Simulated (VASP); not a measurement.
# Ir (Fm-3m) in VASP: single point with PBE

Aim: the single point of Ir with PBE.

All numbers are computed with VASP 6.6.1; they aren't measurements. Logs are shortened: lines on timing, memory, paths and dates and some standing lists are left out, and cuts for length are marked.

### 1 The cell of the first run

It takes space group Fm-3m (No. 225, cubic). Conventional cell: a = 3.871 Å, b = 3.871 Å, c = 3.871 Å, α = 90.00°, β = 90.00°, γ = 90.00°. Ir (site symmetry m-3m) has 12 Ir at 2.74 Å within 3.6 Å.

### 2 Single point, PBE

Input file INCAR:

```
SYSTEM = Ir
PREC = Accurate ; ENCUT = 520
EDIFF = 1E-7 ; ISMEAR = 0
SIGMA = 0.1 ; LREAL = .False.
LASPH = .True. ; NELM = 60
ALGO = Fast ; ISIF = 2
LWAVE = .False. ; LCHARG = .True.
GGA = PE ; LELF = .True.
LVHAR = .True. ; NBANDS = 10
```

Input file KPOINTS:

```
regular mesh
0
Gamma
  58 58 58
  0 0 0
```

Input file POSCAR:

```
Ir
1.0
    0.0000000000      1.9353201074      1.9353201074
    1.9353201074      0.0000000000      1.9353201074
    1.9353201074      1.9353201074      0.0000000000
Ir
1
Direct
    0.0000000000      0.0000000000      0.0000000000
```

Potentials or basis: VASP PAW PBE potentials, release 64 (Ir).

Launch:

```console
$ cat potpaw_PBE.64/Ir/POTCAR > POTCAR
$ mpirun -np 1 vasp_std > vasp.out
```

OUTCAR:

```text
SYSTEM = Ir
   PREC = Accurate
   ENCUT = 520
   EDIFF = 1E-7
   ISMEAR = 0
   LREAL = .False.
   LASPH = .True.
   NELM = 60
   ISIF = 2
   GGA = PE

 ion  position               nearest neighbor table
   1  0.000  0.000  0.000-

  LATTYP: Found a face centered cubic cell.
 ALAT       =     3.8706402148

  Lattice vectors:

 A1 = (   0.0000000000,   1.9353201074,   1.9353201074)
 A2 = (   1.9353201074,   0.0000000000,   1.9353201074)
 A3 = (   1.9353201074,   1.9353201074,   0.0000000000)

Analysis of symmetry for initial positions (statically):
=====================================================================
 Subroutine PRICEL returns:
 Original cell was already a primitive cell.

 Routine SETGRP: Setting up the symmetry group for a
 face centered cubic supercell.

 Subroutine GETGRP returns: Found 48 space group operations
 (whereof 48 operations were pure point group operations)
 out of a pool of 48 trial point group operations.

The static configuration has the point symmetry O_h .

Analysis of symmetry for dynamics (positions and initial velocities):
=====================================================================
 Subroutine PRICEL returns:
 Original cell was already a primitive cell.

 Routine SETGRP: Setting up the symmetry group for a
 face centered cubic supercell.

 Subroutine GETGRP returns: Found 48 space group operations
 (whereof 48 operations were pure point group operations)
 out of a pool of 48 trial point group operations.

The dynamic configuration has the point symmetry O_h .

 Subroutine INISYM returns: Found 48 space group operations
 (whereof 48 operations are pure point group operations),
 and found     1 'primitive' translations

----------------------------------------------------------------------------------------

                                     Primitive cell

  volume of cell :      14.4973

  direct lattice vectors                    reciprocal lattice vectors
     0.000000000  1.935320107  1.935320107    -0.258355193  0.258355193  0.258355193
     1.935320107  0.000000000  1.935320107     0.258355193 -0.258355193  0.258355193
     1.935320107  1.935320107  0.000000000     0.258355193  0.258355193 -0.258355193

  length of vectors
     2.736955943  2.736955943  2.736955943     0.447484321  0.447484321  0.447484321

  position of ions in fractional coordinates (direct lattice)
     0.000000000  0.000000000  0.000000000

  ion indices of the primitive-cell ions
   primitive index   ion index
                 1           1

----------------------------------------------------------------------------------------

 KPOINTS: regular mesh

Automatic generation of k-mesh.
 Grid dimensions read from file:
 generate k-points for:   58   58   58

 Generating k-lattice:

  Cartesian coordinates                     Fractional coordinates (reciprocal lattice)
    -0.004454400  0.004454400  0.004454400     0.017241379  0.000000000  0.000000000
     0.004454400 -0.004454400  0.004454400     0.000000000  0.017241379  0.000000000
     0.004454400  0.004454400 -0.004454400     0.000000000  0.000000000  0.017241379

  Length of vectors
     0.007715247  0.007715247  0.007715247

  Shift w.r.t. Gamma in fractional coordinates (k-lattice)
     0.000000000  0.000000000  0.000000000

 Subroutine IBZKPT returns following result:
 ===========================================

 Found   4735 irreducible k-points:

 Following reciprocal coordinates:
            Coordinates               Weight
  0.000000  0.000000  0.000000      1.000000
  0.017241  0.000000  0.000000      8.000000
  0.034483  0.000000  0.000000      8.000000
  0.051724  0.000000  0.000000      8.000000
  0.068966  0.000000  0.000000      8.000000
  0.086207  0.000000  0.000000      8.000000
[... 16 lines left out ...]
  0.379310  0.000000  0.000000      8.000000
  0.396552  0.000000  0.000000      8.000000
 [... further k-points ...]
   k-points           NKPTS =   4735   k-points in BZ     NKDIM =   4735   number of bands    NBANDS=     10
   number of dos      NEDOS =    301   number of ions     NIONS =      1
   total plane-waves  NPLWV =   8000
   dimension x,y,z NGX =    20 NGY =   20 NGZ =   20
   dimension x,y,z NGXF=    40 NGYF=   40 NGZF=   40
   ions per type =               1
   NGX,Y,Z   is equivalent  to a cutoff of  12.15, 12.15, 12.15 a.u.
   NGXF,Y,Z  is equivalent  to a cutoff of  24.30, 24.30, 24.30 a.u.
 SYSTEM =  Ir
   PREC   = accura    normal or accurate (medium, high low for compatibility)
   ISTART =      0    job   : 0-new  1-cont  2-samecut
   ICHARG =      2    charge: 1-file 2-atom 10-const
   ISPIN  =      1    spin polarized calculation?
   LNONCOLLINEAR =      F non collinear calculations
   LSORBIT =      F    spin-orbit coupling
   LASPH  =      T    aspherical Exc in radial PAW
   ENCUT  =  520.0 eV  38.22 Ry    6.18 a.u.   5.09  5.09  5.09*2*pi/ulx,y,z
   NELM   =     60;   NELMIN=  2; NELMDL= -5     # of ELM steps
   EDIFF  = 0.1E-06   stopping-criterion for ELM
   LREAL  =      F    real-space projection
   EDIFFG = 0.1E-05   stopping-criterion for IOM
   NSW    =      0    number of steps for IOM
   IBRION =     -1    ionic relax: 0-MD 1-quasi-New 2-CG
   NFREE  =      0    steps in history (QN), initial steepest desc. (CG)
   ISIF   =      2    stress and relaxation
   ISYM   =      2    0-nonsym 1-usesym 2-fastsym
   POTIM  = 0.5000    time-step for ionic-motion
   TEBEG  =    0.0;   TEEND  =   0.0 temperature during run
   PSTRESS=    0.0 pullay stress
   NELECT =       9.0000    total number of electrons
   NUPDOWN=      -1.0000    fix difference up-down
   EMIN   =  10.00;   EMAX   =-10.00  energy-range for DOS
   EFERMI =   0.00;   METHOD = LEGACY
   ISMEAR =     0;   SIGMA  =   0.10  broadening in eV -4-tet -1-fermi 0-gaus
   EFERMI_NEDOS =   21; number of points for ismear=-14 and -15
   IALGO  =     68    algorithm
   IMIX   =      4    mixing-type and parameters
     AMIX     =   0.40;   BMIX     =  1.00
     AMIX_MAG =   1.60;   BMIX_MAG =  1.00
  volume/ion in A,a.u.               =      14.50        97.83
  Fermi-wavevector in a.u.,A,eV,Ry     =   1.396560  2.639115 26.536520  1.950379
  Thomas-Fermi vector in A             =   2.519902
   LORBIT       =      0    0 simple, 1 ext, 2 COOP (PROOUT), +10 PAW based schemes
   GGA     = PE    functional components
   LHFCALC =     F    Hartree Fock is set to
   AEXX    =    0.0000 exact exchange contribution
   IVDW    =     0    specifies the selected vdW correction
   LEPSILON=     F    determine dielectric tensor
   LRPA    =     F    only Hartree local field effects (RPA)
 non-spin polarized calculation
 RMM-DIIS sequential band-by-band and
 Gauss-broadening in eV      SIGMA  =   0.10
  energy-cutoff  :      520.00
  volume of cell :       14.50
 maximum number of plane-waves:       400
   NGX = 11   NGY = 11   NGZ = 11

 number of electron       9.0000000 magnetization

 Free energy of the ion-electron system (eV)
  ---------------------------------------------------
  ext. energy  EPLUGINS =         0.00000000
  ---------------------------------------------------
  free energy    TOTEN  =        -8.85214043 eV

  energy without entropy =       -8.84736346  energy(sigma->0) =       -8.84975195

 E-fermi :   9.9696     XC(G=0): -13.8429

 val. band max:        9.9696126230   @ k =   0.3793   0.3448   0.0172
 cond. band min:       9.9698659253   @ k =   0.4138   0.3621   0.0517
 fundamental gap:      0.0002533023
 Fermi energy:         9.9696405580

 k-point     1 :       0.0000    0.0000    0.0000
  band No.  band energies     occupation
      1      -0.8709      2.00000
      2       6.2433      2.00000
      3       6.2433      2.00000
      4       6.2433      2.00000
      5       8.8289      2.00000
      6       8.8289      2.00000
      7      24.3582      0.00000
      8      29.7992      0.00000
      9      29.7992      0.00000
     10      29.7992      0.00000

 k-point     2 :       0.0172    0.0000    0.0000
  band No.  band energies     occupation
      1      -0.8580      2.00000
      2       6.2362      2.00000
      3       6.2490      2.00000
      4       6.2490      2.00000
      5       8.8251      2.00000
      6       8.8251      2.00000
      7      24.3807      0.00000
      8      29.7163      0.00000
      9      29.8203      0.00000
     10      29.8203      0.00000

 k-point     3 :       0.0345    0.0000    0.0000
  band No.  band energies     occupation
      1      -0.8191      2.00000
      2       6.2154      2.00000
      3       6.2660      2.00000
      4       6.2660      2.00000
      5       8.8140      2.00000
      6       8.8140      2.00000
      7      24.4477      0.00000
      8      29.4856      0.00000
      9      29.8836      0.00000
     10      29.8836      0.00000

 k-point     4 :       0.0517    0.0000    0.0000
  band No.  band energies     occupation
      1      -0.7546      2.00000
      2       6.1816      2.00000
      3       6.2938      2.00000
      4       6.2938      2.00000
      5       8.7965      2.00000
      6       8.7966      2.00000
      7      24.5577      0.00000
      8      29.1469      0.00000
      9      29.9883      0.00000
     10      29.9883      0.00000
[... 222 lines left out ...]
 k-point    22 :       0.3621    0.0000    0.0000
  band No.  band energies     occupation
      1       2.0801      2.00000
      2       6.3705      2.00000
      3       6.3705      2.00000
      4       7.1287      2.00000
      5      10.0509      0.25060
      6      10.0509      0.25060
      7      20.1157      0.00000
      8      24.9541      0.00000
      9      31.4907      0.00000
     10      31.4907      0.00000

 k-point    23 :       0.3793    0.0000    0.0000
  band No.  band energies     occupation
      1       2.1125      2.00000
      2       6.3221      2.00000
      3       6.3221      2.00000
      4       7.4799      2.00000
      5      10.2133      0.00057
      6      10.2133      0.00057
      7      19.5446      0.00000
      8      24.7062      0.00000
      9      31.0683      0.00000
     10      31.0683      0.00000

 k-point    24 :       0.3966    0.0000    0.0000
  band No.  band energies     occupation
      1       2.1315      2.00000
      2       6.2779      2.00000
      3       6.2779      2.00000
      4       7.8424      2.00000
      5      10.3645      0.00000
      6      10.3645      0.00000
      7      18.9904      0.00000
      8      24.4900      0.00000
      9      30.6879      0.00000
     10      30.6879      0.00000

 [... further k-points ...]
[... 5 lines left out ...]
  --------------------------------------------------------------------------------------
  -------------------------------------------------------------------------------------
  Total        0.0395825      0.0395825      0.0395825      0.0000000      0.0000000     -0.0000000
  in kB        4.3744658      4.3744658      4.3744658      0.0000000      0.0000000     -0.0000000
  external PRESSURE =       4.3744658 kB  Pullay stress =       0.0000000 kB

 VOLUME and BASIS-vectors are now :
 -----------------------------------------------------------------------------
  energy-cutoff  :      520.00
  volume of cell :       14.50
      direct lattice vectors                 reciprocal lattice vectors
     0.000000000  1.935320107  1.935320107    -0.258355193  0.258355193  0.258355193
     1.935320107  0.000000000  1.935320107     0.258355193 -0.258355193  0.258355193
     1.935320107  1.935320107  0.000000000     0.258355193  0.258355193 -0.258355193

 POSITION                                       TOTAL-FORCE (eV/Angst)
 -----------------------------------------------------------------------------------
      0.00000      0.00000      0.00000         0.000000      0.000000      0.000000
 -----------------------------------------------------------------------------------
    total drift:                               -0.000000      0.000000      0.000000

  FREE ENERGIE OF THE ION-ELECTRON SYSTEM (eV)
  ---------------------------------------------------
  free  energy   TOTEN  =        -8.8521404303 eV

  energy  without entropy=       -8.8473634631  energy(sigma->0) =       -8.84975195
```

Run time: 12 min. Hardware: 1 thread of Intel Xeon 6975P-C, shared host; peak memory 0.79 GiB.

Results:

```
Free energy : -8.8521 eV
Pressure    : 0.4 GPa
```

Caveat: spin-orbit coupling is left out, which moves the levels of the heavy elements.
